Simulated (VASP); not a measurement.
Input of a VASP 6.6.1 run:

The input INCAR:

```
SYSTEM = Pd
PREC = Accurate
ENCUT = 520
EDIFF = 1E-6
ISMEAR = 0
SIGMA = 0.15
LREAL = .FALSE.
LASPH = .TRUE.
NELM = 60
ALGO = Fast
ISIF = 2
LWAVE = .FALSE.
LCHARG = .FALSE.
GGA = CA
NBANDS = 11
```

The input KPOINTS:

```
Automatic mesh
0
G
  20 20 20
  0 0 0
```

Contents of POSCAR:

```
Pd
1.0
    0.0000000000      1.8671040000      1.7893080000
    1.8671040000      0.0000000000      1.7893080000
    1.8671040000      1.8671040000      0.0000000000
Pd
1
Direct
    0.0000000000      0.0000000000      0.0000000000
```

Potentials or basis: VASP PAW LDA potentials, release 64 (Pd).

The run is started by

```sh
$ cat potpaw_LDA.64/Pd/POTCAR > POTCAR
$ mpirun -np 1 vasp_std > vasp.out
```

(1) What does it give for the pressure?

(2) Estimate the band gap on the k mesh.

## Answers

(1) 40.6 GPa.

(2) zero (band 5 reaches 13.34 eV, above the bottom of band 6 at 11.07 eV).

Caveat: the cell differs from its parent crystal (strain -0.040 along x and y, -0.080 along z).
